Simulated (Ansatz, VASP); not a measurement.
Cd2As: VASP beside Ansatz

INCAR

```
PREC = Accurate ; ENCUT = 600
EDIFF = 1E-6 ; ISMEAR = 0
SIGMA = 0.1 ; LREAL = F
LASPH = T ; NELM = 100
ALGO = Fast ; ISIF = 3
LWAVE = F ; LCHARG = F
GGA = PE ; IBRION = 2
NSW = 100 ; EDIFFG = -0.01
```

Contents of KPOINTS:

```
regular mesh
0
Gamma
  12 12 12
```

The input POSCAR:

```
Cd2As
1.0
    0.0000000000      3.3701608122      3.3701608122
    3.3701608122      0.0000000000      3.3701608122
    3.3701608122      3.3701608122      0.0000000000
Cd As
2 1
Direct
    0.2500000000      0.2500000000      0.2500000000
    0.7500000000      0.7500000000      0.7500000000
    0.0000000000      0.0000000000      0.0000000000
```

Input for Ansatz:

```yaml
crystal:
  lattice:
    - [0.0, 3.3701608122, 3.3701608122]
    - [3.3701608122, 0.0, 3.3701608122]
    - [3.3701608122, 3.3701608122, 0.0]
  atoms:
    - { symbol: Cd, position: [0.25, 0.25, 0.25] }
    - { symbol: Cd, position: [0.75, 0.75, 0.75] }
    - { symbol: As, position: [0.0, 0.0, 0.0] }
basis:
  ecutwfc: 420
kpoints:
  mp_grid: { grid: [12, 12, 12] }
hamiltonian:
  xc: pbe
scf:
  occupations: { method: gaussian, width: 0.1 }
output:
  forces: true
  stress: true
  eigenvalues: true
relax:
  adjacent_minimum: "off"
  f_tol: 0.01
  max_steps: 80
  cell: { stress_tol: 0.05 }
```

Alike in both runs: task relaxation of cell and atoms; functional PBE; k mesh 12 × 12 × 12; occupations gaussian, width 0.1 eV; no spin polarisation.

|  | VASP | Ansatz |
| --- | --- | --- |
| version | VASP 6.6.1 | Ansatz 0.2.0 |
| potentials or method | VASP PAW PBE potentials, release 64 (Cd, As), cutoff 600 eV | scalar-relativistic, plane waves, PAW |
| valence electrons in the cell | 29 | 55 |

Ansatz gave:

```
gap on the k mesh at the Fermi level, each at its own relaxed structure (eV) : none
relaxed volume (Å³/atom)                                                     : 25.52
relaxed cell length with the largest relative difference (Å)                 : 4.766
```

Problem. Estimate VASP's values.

Solution. gap on the k mesh at the Fermi level, each at its own relaxed structure (eV): none; relaxed volume (Å³/atom): 25.64; relaxed cell length with the largest relative difference (Å): 4.774.

A gap of «none» marks a metal or a gap that the smearing closes. VASP's potentials hold 29 valence electrons a cell and Ansatz's 55, so a difference there can come from the potentials and not from the codes.
